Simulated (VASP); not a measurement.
# Os (P6_3/mmc) in VASP: single point with BLYP

Aim: the single point of Os with BLYP.

Everything below comes from runs of VASP 6.6.1. Logs are shortened: lines on timing, memory, paths and dates and some standing lists are left out, and cuts for length are marked.

### Step 1. The cell of the first run

Symmetry: P6_3/mmc, No. 194, hexagonal system. The conventional cell has a = 2.871 Å, b = 2.871 Å, c = 4.513 Å, α = 90.00°, β = 90.00°, γ = 120.00°. Os (site symmetry -6m2) has 12 Os at 2.80 to 2.87 Å within 3.7 Å.

### Step 2. Single point, BLYP (16.10 Å³/atom)

INCAR reads:

```
SYSTEM = Os
AGGAC    = 1.0          
AGGAX    = 1.0          
ALDAC    = 0.0          
ALDAX    = 1.0          
ALGO     = Normal         ! electronic algorithm
EDIFF    = 1E-6           ! SCF threshold, eV
ENCUT    = 560            ! plane-wave cutoff, eV
GGA      = B5             ! functional
GGA_COMPAT= .False.      
ISIF     = 2              ! what is computed and relaxed
ISMEAR   = -1             ! smearing method
LASPH    = .True.         ! aspherical terms in the spheres
LCHARG   = .True.         ! write CHGCAR
LELF     = .True.         ! ELF
LREAL    = .False.        ! projectors in reciprocal space
LVHAR    = .True.       
LWAVE    = .False.        ! write WAVECAR
NBANDS   = 23             ! bands
NELM     = 120            ! most SCF steps
PREC     = Accurate       ! precision mode
SIGMA    = 0.1            ! smearing width, eV
```

KPOINTS reads:

```
k-points
0
Gamma
  21 21 12
  0 0 0
```

POSCAR reads:

```
Os
1.0
    2.8706578362      0.0000000000      0.0000000000
   -1.4353289181      2.4860626118      0.0000000000
    0.0000000000      0.0000000000      4.5125923621
Os
2
Direct
    0.3333333333      0.6666666667      0.2500000000
    0.6666666667      0.3333333333      0.7500000000
```

Potentials or basis: VASP PAW PBE potentials, release 64 (Os_sv_GW).

On the command line:

```sh
$ cat potpaw_PBE.64/Os_sv_GW/POTCAR > POTCAR
$ mpirun -np 1 vasp_std > vasp.out
```

OUTCAR:

```text
SYSTEM = Os
   EDIFF = 1E-6
   ENCUT = 560
   GGA = B5
   ISIF = 2
   ISMEAR = -1
   LASPH = .True.
   LREAL = .False.
   NELM = 120
   PREC = Accurate

 ion  position               nearest neighbor table
   1  0.333  0.667  0.250-   2 2.80   2 2.80   2 2.80   2 2.80   2 2.80   2 2.80
   2  0.667  0.333  0.750-   1 2.80   1 2.80   1 2.80   1 2.80   1 2.80   1 2.80

  LATTYP: Found a hexagonal cell.
 ALAT       =     2.8706578362
 C/A-ratio  =     1.5719715200

  Lattice vectors:

 A1 = (   2.8706578362,   0.0000000000,   0.0000000000)
 A2 = (  -1.4353289181,   2.4860626118,   0.0000000000)
 A3 = (   0.0000000000,   0.0000000000,   4.5125923621)

Analysis of symmetry for initial positions (statically):
=====================================================================
 Subroutine PRICEL returns:
 Original cell was already a primitive cell.

 Routine SETGRP: Setting up the symmetry group for a
 hexagonal supercell.

 Subroutine GETGRP returns: Found 24 space group operations
 (whereof 12 operations were pure point group operations)
 out of a pool of 24 trial point group operations.

The static configuration has the point symmetry D_3d.
 The point group associated with its full space group is D_6h.

Analysis of symmetry for dynamics (positions and initial velocities):
=====================================================================
 Subroutine PRICEL returns:
 Original cell was already a primitive cell.

 Routine SETGRP: Setting up the symmetry group for a
 hexagonal supercell.

 Subroutine GETGRP returns: Found 24 space group operations
 (whereof 12 operations were pure point group operations)
 out of a pool of 24 trial point group operations.

The dynamic configuration has the point symmetry D_3d.
 The point group associated with its full space group is D_6h.

 Subroutine INISYM returns: Found 24 space group operations
 (whereof 12 operations are pure point group operations),
 and found     1 'primitive' translations

----------------------------------------------------------------------------------------

                                     Primitive cell

  volume of cell :      32.2047

  direct lattice vectors                    reciprocal lattice vectors
     2.870657836  0.000000000  0.000000000     0.348352210  0.201121242  0.000000000
    -1.435328918  2.486062612  0.000000000     0.000000000  0.402242484  0.000000000
     0.000000000  0.000000000  4.512592362     0.000000000  0.000000000  0.221602112

  length of vectors
     2.870657836  2.870657836  4.512592362     0.402242484  0.402242484  0.221602112

  position of ions in fractional coordinates (direct lattice)
     0.333333333  0.666666667  0.250000000
     0.666666667  0.333333333  0.750000000

  ion indices of the primitive-cell ions
   primitive index   ion index
                 1           1
                 2           2

----------------------------------------------------------------------------------------

 KPOINTS: k-points

Automatic generation of k-mesh.
 Grid dimensions read from file:
 generate k-points for:   21   21   12

 Generating k-lattice:

  Cartesian coordinates                     Fractional coordinates (reciprocal lattice)
     0.016588200  0.009577202  0.000000000     0.047619048  0.000000000  0.000000000
     0.000000000  0.019154404  0.000000000     0.000000000  0.047619048  0.000000000
     0.000000000  0.000000000  0.018466843     0.000000000  0.000000000  0.083333333

  Length of vectors
     0.019154404  0.019154404  0.018466843

  Shift w.r.t. Gamma in fractional coordinates (k-lattice)
     0.000000000  0.000000000  0.000000000

 Subroutine IBZKPT returns following result:
 ===========================================

 Found    336 irreducible k-points:

 Following reciprocal coordinates:
            Coordinates               Weight
  0.000000  0.000000  0.000000      1.000000
  0.047619 -0.000000  0.000000      6.000000
  0.095238  0.000000  0.000000      6.000000
  0.142857 -0.000000  0.000000      6.000000
  0.190476  0.000000  0.000000      6.000000
  0.238095 -0.000000  0.000000      6.000000
[... 16 lines left out ...]
  0.142857  0.095238  0.000000     12.000000
  0.190476  0.095238  0.000000     12.000000
 [... further k-points ...]
   k-points           NKPTS =    336   k-points in BZ     NKDIM =    336   number of bands    NBANDS=     23
   number of dos      NEDOS =    301   number of ions     NIONS =      2
   total plane-waves  NPLWV =  20736
   dimension x,y,z NGX =    24 NGY =   24 NGZ =   36
   dimension x,y,z NGXF=    48 NGYF=   48 NGZF=   72
   ions per type =               2
   NGX,Y,Z   is equivalent  to a cutoff of  13.90, 13.90, 13.26 a.u.
   NGXF,Y,Z  is equivalent  to a cutoff of  27.80, 27.80, 26.53 a.u.
 SYSTEM =  Os
   PREC   = accura    normal or accurate (medium, high low for compatibility)
   ISTART =      0    job   : 0-new  1-cont  2-samecut
   ICHARG =      2    charge: 1-file 2-atom 10-const
   ISPIN  =      1    spin polarized calculation?
   LNONCOLLINEAR =      F non collinear calculations
   LSORBIT =      F    spin-orbit coupling
   LASPH  =      T    aspherical Exc in radial PAW
   ENCUT  =  560.0 eV  41.16 Ry    6.42 a.u.   5.54  5.54  8.71*2*pi/ulx,y,z
   NELM   =    120;   NELMIN=  2; NELMDL= -5     # of ELM steps
   EDIFF  = 0.1E-05   stopping-criterion for ELM
   LREAL  =      F    real-space projection
[... 7 lines left out ...]
   TEBEG  =    0.0;   TEEND  =   0.0 temperature during run
   PSTRESS=    0.0 pullay stress
   NELECT =      32.0000    total number of electrons
   NUPDOWN=      -1.0000    fix difference up-down
   EMIN   =  10.00;   EMAX   =-10.00  energy-range for DOS
   EFERMI =   0.00;   METHOD = LEGACY
   ISMEAR =    -1;   SIGMA  =   0.10  broadening in eV -4-tet -1-fermi 0-gaus
   EFERMI_NEDOS =   21; number of points for ismear=-14 and -15
   IALGO  =     38    algorithm
   IMIX   =      4    mixing-type and parameters
     AMIX     =   0.40;   BMIX     =  1.00
     AMIX_MAG =   1.60;   BMIX_MAG =  1.00
  volume/ion in A,a.u.               =      16.10       108.66
  Fermi-wavevector in a.u.,A,eV,Ry     =   1.633622  3.087098 36.310160  2.668721
  Thomas-Fermi vector in A             =   2.725397
   LORBIT       =      0    0 simple, 1 ext, 2 COOP (PROOUT), +10 PAW based schemes
   GGA     = B5    functional components
   LHFCALC =     F    Hartree Fock is set to
   AEXX    =    0.0000 exact exchange contribution
   IVDW    =     0    specifies the selected vdW correction
   LEPSILON=     F    determine dielectric tensor
   LRPA    =     F    only Hartree local field effects (RPA)
 non-spin polarized calculation
  energy-cutoff  :      560.00
  volume of cell :       32.20
 maximum number of plane-waves:      1014
 NGX is ok and might be reduce to    24
   NGX = 11   NGY = 11   NGZ = 17

 number of electron      32.0000002 magnetization

 Free energy of the ion-electron system (eV)
  ---------------------------------------------------
  ext. energy  EPLUGINS =         0.00000000
  ---------------------------------------------------
  free energy    TOTEN  =       -21.44326667 eV

  energy without entropy =      -21.39155150  energy(sigma->0) =      -21.41740909

 E-fermi :  11.8486     XC(G=0): -13.0565

 val. band max:       11.8441967457   @ k =   0.2857  -0.0000   0.2500
 cond. band min:      11.8497786064   @ k =   0.2857   0.0952   0.0000
 fundamental gap:      0.0055818606
 Fermi energy:        11.8486332958

 k-point     1 :       0.0000    0.0000    0.0000
  band No.  band energies     occupation
      1     -74.1842      2.00000
      2     -74.1192      2.00000
      3     -34.1529      2.00000
      4     -33.5730      2.00000
      5     -33.5730      2.00000
      6     -33.4569      2.00000
[... 15 lines left out ...]
     22      25.5947      0.00000
     23      27.8719      0.00000

 k-point     2 :       0.0476   -0.0000    0.0000
  band No.  band energies     occupation
      1     -74.1831      2.00000
      2     -74.1189      2.00000
      3     -34.1481      2.00000
      4     -33.5829      2.00000
      5     -33.5765      2.00000
      6     -33.4672      2.00000
[... 15 lines left out ...]
     22      25.7448      0.00000
     23      27.9699      0.00000

 k-point     3 :       0.0952    0.0000    0.0000
  band No.  band energies     occupation
      1     -74.1801      2.00000
      2     -74.1181      2.00000
      3     -34.1337      2.00000
      4     -33.6120      2.00000
      5     -33.5864      2.00000
      6     -33.4972      2.00000
[... 15 lines left out ...]
     22      26.1521      0.00000
     23      28.2392      0.00000

 k-point     4 :       0.1429   -0.0000    0.0000
  band No.  band energies     occupation
      1     -74.1756      2.00000
      2     -74.1171      2.00000
      3     -34.1110      2.00000
      4     -33.6579      2.00000
      5     -33.6021      2.00000
      6     -33.5444      2.00000
[... 15 lines left out ...]
     22      26.5711      0.00000
     23      28.5425      0.00000

 k-point     5 :       0.1905    0.0000    0.0000
  band No.  band energies     occupation
      1     -74.1694      2.00000
      2     -74.1153      2.00000
      3     -34.0802      2.00000
      4     -33.7151      2.00000
      5     -33.6213      2.00000
      6     -33.6032      2.00000
[... 434 lines left out ...]
 k-point    22 :       0.0952    0.0952    0.0000
  band No.  band energies     occupation
      1     -74.1728      2.00000
      2     -74.1162      2.00000
      3     -34.0975      2.00000
      4     -33.6748      2.00000
      5     -33.6294      2.00000
      6     -33.5539      2.00000
[... 15 lines left out ...]
     22      26.7273      0.00000
     23      27.9374      0.00000

 k-point    23 :       0.1429    0.0952    0.0000
  band No.  band energies     occupation
      1     -74.1671      2.00000
      2     -74.1148      2.00000
      3     -34.0675      2.00000
      4     -33.7233      2.00000
      5     -33.6713      2.00000
      6     -33.5885      2.00000
[... 15 lines left out ...]
     22      26.1070      0.00000
     23      26.8075      0.00000

 k-point    24 :       0.1905    0.0952    0.0000
  band No.  band energies     occupation
      1     -74.1601      2.00000
      2     -74.1132      2.00000
      3     -34.0308      2.00000
      4     -33.7814      2.00000
      5     -33.7183      2.00000
      6     -33.6237      2.00000
[... 15 lines left out ...]
     22      24.5829      0.00000
     23      25.8744      0.00000

 [... further k-points ...]
[... 5 lines left out ...]
  --------------------------------------------------------------------------------------
  -------------------------------------------------------------------------------------
  Total       -4.3599418     -4.3599418     -4.5777645      0.0000000     -0.0000000      0.0000000
  in kB     -216.9060554   -216.9060554   -227.7426841      0.0000000     -0.0000000      0.0000000
  external PRESSURE =    -220.5182650 kB  Pullay stress =       0.0000000 kB

 VOLUME and BASIS-vectors are now :
 -----------------------------------------------------------------------------
  energy-cutoff  :      560.00
  volume of cell :       32.20
      direct lattice vectors                 reciprocal lattice vectors
     2.870657836  0.000000000  0.000000000     0.348352210  0.201121242  0.000000000
    -1.435328918  2.486062612  0.000000000     0.000000000  0.402242484  0.000000000
     0.000000000  0.000000000  4.512592362     0.000000000  0.000000000  0.221602112

 POSITION                                       TOTAL-FORCE (eV/Angst)
 -----------------------------------------------------------------------------------
     -0.00000      1.65738      1.12815        -0.000000      0.000000      0.000000
      1.43533      0.82869      3.38444         0.000000     -0.000000      0.000000
 -----------------------------------------------------------------------------------
    total drift:                               -0.000000      0.000000     -0.000000

  FREE ENERGIE OF THE ION-ELECTRON SYSTEM (eV)
  ---------------------------------------------------
  free  energy   TOTEN  =       -21.4432666738 eV

  energy  without entropy=      -21.3915515042  energy(sigma->0) =      -21.41740909
```

Run time: 1.8 min. Hardware: 1 thread of Intel Xeon Platinum 8488C (Sapphire Rapids), shared host; peak memory 0.35 GiB.

What came out:

```yaml
Free_energy: -21.4433 eV
Pressure: -22.1 GPa
Band_gap_on_the_k_mesh: zero (bands 16 and 17 overlap by 3.11 eV)
```

Stress tensor (GPa, compression positive):
```
-21.69   0.00   0.00
  0.00 -21.69   0.00
  0.00   0.00 -22.77
```

Caveat: the cell stands under tension; the PAW data sets were made with another functional, which shifts forces and pressure a little; spin-orbit coupling is left out, which moves the levels of the heavy elements.
